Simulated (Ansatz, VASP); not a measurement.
## One calculation of MoS2, two programs

```
Mo S
1.0
     3.14929    0.00000    0.00000
    -1.57465    2.72737    0.00000
     0.00000    0.00000   12.08911
Mo S
2 4
Direct
  0.33333 0.66667 0.25000
  0.66667 0.33333 0.75000
  0.33333 0.66667 0.62048
  0.66667 0.33333 0.12048
  0.33333 0.66667 0.87952
  0.66667 0.33333 0.37952
```

Alike in both runs: functional PBE; dispersion D3(BJ); k mesh 12 × 12 × 4; occupations gaussian, width 0.02 eV; no spin polarisation.

Ansatz relaxed the structure, and its values are those at the end. VASP's run is a single point on that final structure, the one shown.

|  | VASP | Ansatz |
| --- | --- | --- |
| version | VASP 6.6.1 | Ansatz 0.2.0 |
| potentials or method | VASP PAW PBE potentials, release 64 (Mo_sv, S), cutoff 500 eV | scalar-relativistic, plane waves, PAW |
| valence electrons in the cell | 52 | 52 |

Ansatz gave:

```
gap on the k mesh at the Fermi level (eV) : 0.78
least direct gap on the mesh (eV)         : 1.70
pressure (GPa)                            : 0.0
rms of the force components (eV/Å)        : 0.000
```

Problem. Estimate VASP's values.

Solution. gap on the k mesh at the Fermi level (eV): 0.80; least direct gap on the mesh (eV): 1.70; pressure (GPa): -0.1; rms of the force components (eV/Å): 0.006.
